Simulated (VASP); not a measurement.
## InSb: single point with PBEsol

**What was measured.**

From “Electronic Structure and Epitaxy of CdTe Shells on InSb Nanowires”, 2021, arxiv:2111.05126, for a bulk crystal of InSb: band gap 0.24 eV.

Crystal: InSb.

```
In Sb
1.0
     0.00000    3.26119    3.26119
     3.26119    0.00000    3.26119
     3.26119    3.26119    0.00000
In Sb
1 1
Direct
  0.00000 0.00000 0.00000
  0.75000 0.75000 0.75000
```

| Property | Result |
| --- | --- |
| Program | VASP 6.6.1 |
| Task | single point |
| Functional | PBEsol |
| Potentials or basis | VASP PAW PBE potentials, release 64 (In_d, Sb) |
| Cutoff | 520 eV |
| k mesh | 6 × 6 × 6 |
| Occupations | gaussian, width 0.05 eV |
| Spin | no spin polarisation |
| Dipole correction | no |
| Further INCAR settings | ALGO = Normal; EDIFF = 1e-07; NBANDS = 16 |

* Pressure: 0.0 GPa
* Band gap on the k mesh: zero (filled and empty bands touch)

Levels at points of the mesh, in eV from the Fermi level:
| k point | band 5 | band 6 | band 7 | band 8 | band 9 | band 10 | band 11 | band 12 | band 13 | band 14 |
| --- | --- | --- | --- | --- | --- | --- | --- | --- | --- | --- |
| (0.00, 0.00, 0.00) | -14.44 | -10.64 | -0.39 | -0.02 | -0.02 | -0.02 | 2.91 | 2.91 | 2.91 | 5.53 |
| (0.50, 0.00, 0.00) | -14.44 | -9.31 | -5.58 | -1.00 | -1.00 | 0.42 | 3.75 | 3.75 | 5.95 | 8.05 |
| (0.50, 0.50, 0.00) | -14.43 | -8.72 | -5.88 | -2.23 | -2.23 | 1.26 | 1.27 | 7.99 | 7.99 | 8.56 |

It took 48 s on 1 thread of AMD EPYC 7R13 Processor (Zen 3) (shared host), peak memory 0.17 GiB.

Measured gap of InSb: 0.24 eV (quoted in “Electronic Structure and Epitaxy of CdTe Shells on InSb Nanowires”, 2021, arxiv:2111.05126). This calculation gives 0.00 eV (-0.24 eV). Spin-orbit coupling on In, Sb is left out. The value is that of PBEsol on a finite k mesh, which can miss the band edges, without temperature or zero-point motion. Semilocal functionals fall short of measured gaps as a rule.

Caveat: the PAW data sets were made with another functional, which shifts forces and pressure a little; spin-orbit coupling is left out, which moves the levels of the heavy elements.
